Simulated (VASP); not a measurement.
Set up this calculation in VASP 6.6.1, as the native input.

```
Task                   : electric field gradients
Functional             : PBE
Potentials or basis    : VASP PAW PBE potentials, release 64 (Ge_d)
Cutoff                 : 520 eV
k mesh                 : 10 × 10 × 10
Occupations            : fermi-dirac, width 0.05 eV
Spin                   : no spin polarisation
Dipole correction      : no
Further INCAR settings : ALGO = Normal; EDIFF = 1e-08; NBANDS = 21
```

The structure of Ge lies in POSCAR:

```
Ge
1.0
    0.0000000000      2.8475041221      2.8475041221
    2.8475041221      0.0000000000      2.8475041221
    2.8475041221      2.8475041221      0.0000000000
Ge
2
Direct
    0.5000000000      0.5000000000      0.5000000000
    0.7500000000      0.7500000000      0.7500000000
```

This cell differs from its parent crystal: volume scaled by 1.02.

One way to write it, as run:

INCAR

```
SYSTEM = Ge
PREC = Accurate
ENCUT = 520
EDIFF = 1E-8
ISMEAR = -1
SIGMA = 0.05
LREAL = .False.
LASPH = .True.
NELM = 60
ALGO = Normal
ISIF = 2
LWAVE = .False.
LCHARG = .False.
GGA = PE
LEFG = .True.
NBANDS = 21
```

KPOINTS

```
Automatic mesh
0
Gamma
  10 10 10
  0 0 0
```

Potentials or basis: VASP PAW PBE potentials, release 64 (Ge_d).

The run is started by

```console
$ cat potpaw_PBE.64/Ge_d/POTCAR > POTCAR
$ mpirun -np 1 vasp_std > vasp.out
```

It gave:

| Property | Result |
| --- | --- |
| Pressure | 2.2 GPa |
| Band gap on the k mesh | zero (filled and empty bands touch) |

Caveat: without QUAD_EFG the Cq values of the log hold for a quadrupole moment of 1 mb, not for the nuclei.

It took 66 s on 1 thread of AMD EPYC 7R43 64-Core Processor (Zen 3), on a shared host, peak memory 0.14 GiB.
